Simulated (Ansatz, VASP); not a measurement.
W: VASP beside Ansatz

```
W
1.0
     2.76477    0.00000    0.00000
    -1.38238    2.39436    0.00000
     0.00000    0.00000    9.83129
W
4
Direct
  0.00000 0.00000 0.00000
  0.00000 0.00000 0.50000
  0.33333 0.66667 0.25000
  0.66667 0.33333 0.75000
```

Alike in both runs: functional r2SCAN; k mesh 13 × 13 × 4; occupations fermi-dirac, width 0.1 eV; no spin polarisation.

Ansatz relaxed the structure, and its values are those at the end. VASP's run is a single point on that final structure, the one shown.

```csv
,VASP,Ansatz
version,VASP 6.6.1,Ansatz 0.2.0
potentials or method,"VASP PAW PBE potentials, release 64 (W_sv), cutoff 520 eV","plane waves (500 eV) with PAW, scalar-relativistic"
valence electrons in the cell,56,56
```

```tsv
	VASP	Ansatz	Ansatz less VASP
pressure (GPa)	1.1	0.0	-1.13
```

VASP's potentials were made for PBE, not for r2SCAN.

Neither program's run includes spin-orbit coupling.
